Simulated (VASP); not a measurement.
# Al in VASP: further runs, part 2 of 2

VASP 6.6.1. Earlier steps stand in the parts before.

### 4 Relaxation of the atoms, LDA

Input file INCAR:

```
SYSTEM = Al
ALGO = Normal ; DIPOL = 0.5 0.5 0.500
EDIFF = 1E-7 ; EDIFFG = -0.01
ENCUT = 520 ; IBRION = 2
IDIPOL = 3 ; ISIF = 2
ISMEAR = -1 ; LASPH = .TRUE.
LCHARG = .FALSE. ; LDIPOL = .TRUE.
LREAL = .FALSE. ; LWAVE = .FALSE.
NELM = 100 ; NSW = 60
PREC = Accurate ; SIGMA = 0.05
```

Input file KPOINTS:

```
k-points
0
G
  13 13 1
  0 0 0
```

Input file POSCAR:

```
Al
1.0
    2.8168008949      0.0000000000      0.0000000000
   -1.4084004474      2.4394211324      0.0000000000
    0.0000000000      0.0000000000     25.1996000000
Al
5
Direct
    0.8333333330      0.1666666670      0.3174646980
    0.1666666670      0.8333333330      0.4087323488
    0.5000000000      0.5000000000      0.5000000000
    0.8333333330      0.1666666670      0.5912676512
    0.1666666670      0.8333333330      0.6825353020
```

Potentials or basis: VASP PAW LDA potentials, release 64 (Al).

Command:

```console
cat potpaw_LDA.64/Al/POTCAR > POTCAR
mpirun -np 1 vasp_std > vasp.out
```

OUTCAR:

```text
SYSTEM = Al
   EDIFF = 1E-7
   EDIFFG = -0.01
   ENCUT = 520
   IBRION = 2
   ISIF = 2
   ISMEAR = -1
   LASPH = .TRUE.
   LREAL = .FALSE.
   NELM = 100
   NSW = 60
   PREC = Accurate

 ion  position               nearest neighbor table
   1  0.833  0.167  0.317-   2 2.82   2 2.82   2 2.82
   2  0.167  0.833  0.409-   1 2.82   1 2.82   1 2.82   3 2.82   3 2.82   3 2.82
   3  0.500  0.500  0.500-   2 2.82   4 2.82   4 2.82   2 2.82   2 2.82   4 2.82
   4  0.833  0.167  0.591-   5 2.82   5 2.82   5 2.82   3 2.82   3 2.82   3 2.82
   5  0.167  0.833  0.683-   4 2.82   4 2.82   4 2.82

  LATTYP: Found a hexagonal cell.
 ALAT       =     2.8168008949
 C/A-ratio  =     8.9461772203

  Lattice vectors:

 A1 = (   2.8168008949,   0.0000000000,   0.0000000000)
 A2 = (  -1.4084004474,   2.4394211324,   0.0000000000)
 A3 = (   0.0000000000,   0.0000000000,  25.1996000000)

Analysis of symmetry for initial positions (statically):
[... 480 lines left out ...]
      7       0.2112      2.00000
      8       2.5613      0.00000
      9       4.4647      0.00000
     10       5.5750      0.00000
     11       5.9170      0.00000
[... 268 lines left out ...]
  band No.  band energies     occupation
      1      -2.7084      2.00000
      2      -2.0291      2.00000
      3      -1.0417      2.00000
      4      -0.9428      2.00000
      5      -0.8600      2.00000
      6      -0.3416      2.00000
      7      -0.2253      2.00000
      8       0.2271      2.00000
      9       0.9023      1.99999
     10       0.9874      1.99993
     11       2.3875      0.00000

------------------------ aborting loop because EDIFF is reached ----------------------------------------

 vacuum level on the upper side and lower side of the slab       (xc-potential included)        -0.016        -0.016

  FORCE on cell =-STRESS in cart. coord.  units (eV):
  Direction    XX          YY          ZZ          XY          YZ          ZX
  --------------------------------------------------------------------------------------
  -------------------------------------------------------------------------------------
  Total       -1.6584754     -1.6584754      0.0052231     -0.0000000      0.0000000     -0.0000000
  in kB      -15.3455708    -15.3455708      0.0483282     -0.0000000      0.0000000     -0.0000000
  external PRESSURE =     -10.2142712 kB  Pullay stress =       0.0000000 kB
[... 20 lines left out ...]
  FREE ENERGIE OF THE ION-ELECTRON SYSTEM (eV)
  ---------------------------------------------------
  free  energy   TOTEN  =       -20.1096860122 eV

  energy  without entropy=      -20.0923038326  energy(sigma->0) =      -20.10099492

 reached required accuracy - stopping structural energy minimisation

 vacuum level on the upper side and lower side of the slab         5.739         5.739
```

OSZICAR:

```text
N       E                     dE             d eps       ncg     rms          rms(c)
DAV:   1     0.444232799210E+02    0.44423E+02   -0.47820E+03   462   0.955E+02
DAV:   2    -0.176429005224E+02   -0.62066E+02   -0.55827E+02   678   0.141E+02
DAV:   3    -0.207771314916E+02   -0.31342E+01   -0.28632E+01   611   0.302E+01
[... 116 lines left out ...]
DAV:  11    -0.201096849912E+02   -0.89265E-06   -0.10552E-07   391   0.124E-03    0.140E-03
DAV:  12    -0.201096857022E+02   -0.71106E-06   -0.13482E-07   362   0.124E-03    0.215E-03
DAV:  13    -0.201096858220E+02   -0.11973E-06   -0.15268E-08   347   0.547E-04    0.345E-04
DAV:  14    -0.201096859442E+02   -0.12224E-06   -0.15421E-08   340   0.517E-04    0.675E-04
DAV:  15    -0.201096860122E+02   -0.67933E-07   -0.41725E-09   344   0.250E-04
   8 F= -.20109686E+02 E0= -.20100995E+02  d E =-.264272E-02
```

CONTCAR:

```text
Al
   1.00000000000000
     2.8168008949000001    0.0000000000000000    0.0000000000000000
    -1.4084004474000000    2.4394211324000001    0.0000000000000000
     0.0000000000000000    0.0000000000000000   25.1996000000000002
  Al
     5
Direct
     0.8333333329999988    0.1666666670000012    0.3150827019740261
     0.1666666670000012    0.8333333329999988    0.4081416334912067
     0.5000000000000000    0.5000000000000000    0.5000000000000000
     0.8333333329999988    0.1666666670000012    0.5918583665087933
     0.1666666670000012    0.8333333329999988    0.6849172980259740

  0.00000000E+00  0.00000000E+00  0.00000000E+00
  0.00000000E+00  0.00000000E+00  0.00000000E+00
  0.00000000E+00  0.00000000E+00  0.00000000E+00
  0.00000000E+00  0.00000000E+00  0.00000000E+00
  0.00000000E+00  0.00000000E+00  0.00000000E+00
```

Wall time 4.3 min (1 thread of Intel Xeon Platinum 8375C at 2.90GHz (Ice Lake), shared host); peak memory 0.25 GiB.

Results:

| Quantity | Value |
| --- | --- |
| Free energy | -20.1097 eV |
| Energy gained by relaxing | 1.1 meV/atom |
| Ionic steps | 8 |
| Largest force after relaxing | 0.004 eV/Å |
| Band gap on the k mesh | zero (an odd number of electrons rules out a gap without spin polarisation) |

Forces in eV/Å, atoms in the order of the input:
```
Al   0.000  0.000  0.001
Al   0.000  0.000 -0.004
Al   0.000  0.000  0.000
Al   0.000  0.000  0.004
Al   0.000  0.000 -0.001
```

Step by step:
```
step  energy change (eV)  largest force (eV/Å)  pressure (GPa)
   1              0.0000                0.1048           -0.63
   2             -0.0014                0.0832           -0.66
   3             -0.0028                0.0408           -0.74
   4             -0.0032                0.0376           -0.76
   5             -0.0041                0.0285           -0.83
   6             -0.0053                0.0110           -0.96
   7             -0.0038                0.0384           -1.22
   8             -0.0054                0.0036           -1.02
```

Final structure:
```xyz
5
Lattice="2.8168 0.0000 0.0000 -1.4084 2.4394 0.0000 0.0000 0.0000 25.1996" Properties=species:S:1:pos:R:3 pbc="T T T"
Al    2.1126    0.4066    7.9400
Al   -0.7042    2.0329   10.2850
Al    0.7042    1.2197   12.5998
Al    2.1126    0.4066   14.9146
Al   -0.7042    2.0329   17.2596
```

### 5 The runs side by side

```csv
task,cell,dipole correction,gap on the mesh (eV)
single point,"as given, atomic positions A",yes,none
single point,"as given, atomic positions A",no,none
relaxation of the atoms,"atoms relaxed, atomic positions B",yes,none
```

Alike in all rows: level LDA; potentials or basis VASP PAW LDA potentials, release 64 (Al); no spin polarisation; k mesh 13 × 13 × 1; cutoff (eV) 520; smearing fermi-dirac 0.05 eV.

Caveats: there is no dipole correction, which matters where the two faces differ (at least some runs).

Total energies depend on the potentials used, so only differences within one code and one set of settings carry meaning.
